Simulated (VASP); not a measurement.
Set up this calculation in VASP 6.6.1, as the native input.

```yaml
Task: single point
Functional: r2SCAN
Potentials_or_basis: VASP PAW PBE potentials, release 64 (Ru_pv, Bi_d)
Cutoff: 520 eV
k_mesh: 10 × 10 × 10
Occupations: gaussian, width 0.05 eV
Spin: no spin polarisation
Dipole_correction: no
Further_INCAR_settings: ALGO = Normal; EDIFF = 1e-06; NBANDS = 22
```

The system is BiRu.

```
Ru Bi
1.0
     0.00000    3.02309    3.02309
     3.02309    0.00000    3.02309
     3.02309    3.02309    0.00000
Ru Bi
1 1
Direct
  0.00000 0.00000 0.00000
  0.25000 0.25000 0.25000
```

The input as run:

POSCAR

```
BiRu
1.0
    0.0000000000      3.0230893931      3.0230893931
    3.0230893931      0.0000000000      3.0230893931
    3.0230893931      3.0230893931      0.0000000000
Ru Bi
1 1
Direct
    0.0000000000      0.0000000000      0.0000000000
    0.2500000000      0.2500000000      0.2500000000
```

INCAR.step1

```
ALGO = Normal
EDIFF = 1E-4
ENCUT = 520
GGA = PE
ISMEAR = 0
LASPH = T
LCHARG = F
LREAL = F
LWAVE = T
NBANDS = 22
NELM = 60
PREC = Accurate
SIGMA = 0.05
```

INCAR.step2

```
ALGO = Normal
EDIFF = 1E-6
ENCUT = 520
ISIF = 2
ISMEAR = 0
ISTART = 1
LASPH = T
LCHARG = T
LELF = T
LMIXTAU = T
LREAL = F
LVHAR = T
LWAVE = F
METAGGA = R2SCAN
NBANDS = 22
NELM = 60
PREC = Accurate
SIGMA = 0.05
```

KPOINTS

```
k-points
0
Gamma
  10 10 10
```

Potentials or basis: VASP PAW PBE potentials, release 64 (Ru_pv, Bi_d).

Command:

```console
$ cat potpaw_PBE.64/Ru_pv/POTCAR potpaw_PBE.64/Bi_d/POTCAR > POTCAR
$ cp INCAR.step1 INCAR
$ mpirun -np 1 vasp_std > vasp.out
$ cp INCAR.step2 INCAR
$ mpirun -np 1 vasp_std > vasp.out
```

It gave:

| Quantity | Value |
| --- | --- |
| Pressure | 0.2 GPa |
| Band gap on the k mesh | zero (an odd number of electrons rules out a gap without spin polarisation) |

Caveat: the PAW data sets were made with another functional, which shifts forces and pressure a little; spin-orbit coupling is left out, which moves the levels of the heavy elements.

It took 3.5 min on 1 thread of Intel Xeon 8259CL, with other jobs on the host, peak memory 0.22 GiB.
